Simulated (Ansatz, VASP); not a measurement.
## NaCl: VASP beside Ansatz

INCAR

```
PREC = Accurate
ENCUT = 500
EDIFF = 1E-6
ISMEAR = 0
SIGMA = 0.1
LREAL = F
LASPH = T
NELM = 120
ALGO = Normal
ISIF = 2
LWAVE = F
LCHARG = T
GGA = PE
LELF = T
LVHAR = T
NBANDS = 22
GGA_COMPAT = F
```

The input KPOINTS:

```
regular mesh
0
Gamma
  6 6 4
```

Contents of POSCAR:

```
NaCl
1.0
    3.8949183859      0.0000000000      0.0000000000
    0.0000000000      3.8949183859      0.0000000000
    0.0000000000      0.0000000000      5.8506896145
Na Cl
2 2
Direct
    0.0000000000      0.0000000000      0.0000000000
    0.5000000000      0.5000000000      0.5000000000
    0.5000000000      0.5000000000      0.0000000000
    0.0000000000      0.0000000000      0.5000000000
```

Input for Ansatz:

```yaml
crystal:
  lattice:
    - [3.8949183859, 0.0, 0.0]
    - [0.0, 3.8949183859, 0.0]
    - [0.0, 0.0, 5.8506896145]
  atoms:
    - { symbol: Na, position: [0.0, 0.0, 0.0] }
    - { symbol: Cl, position: [0.5, 0.5, 0.0] }
    - { symbol: Na, position: [0.5, 0.5, 0.5] }
    - { symbol: Cl, position: [0.0, 0.0, 0.5] }
basis:
  ecutwfc: 420
kpoints:
  mp_grid: { grid: [6, 6, 4] }
hamiltonian:
  xc: pbe
  pseudopotentials: { kind: paw, azcp: { folder: soft_1 } }
scf:
  occupations: { method: gaussian, width: 0.1 }
output:
  forces: true
  stress: true
  eigenvalues: true
```

Alike in both runs: task single point; functional PBE; k mesh 6 × 6 × 4; occupations gaussian, width 0.1 eV; no spin polarisation.

|  | VASP | Ansatz |
| --- | --- | --- |
| version | VASP 6.6.1 | Ansatz 0.2.0 |
| potentials or method | VASP PAW PBE potentials, release 64 (Na_pv, Cl), cutoff 500 eV | scalar-relativistic, plane waves, PAW |
| valence electrons in the cell | 28 | 32 |

```csv
,VASP,Ansatz,Ansatz less VASP
gap on the k mesh at the Fermi level (eV),5.13,5.13,+0.001
least direct gap on the mesh (eV),5.13,5.13,+0.001
pressure (GPa),1.2,1.3,+0.05
```

VASP's potentials hold 28 valence electrons a cell and Ansatz's 32, so a difference there can come from the potentials and not from the codes.
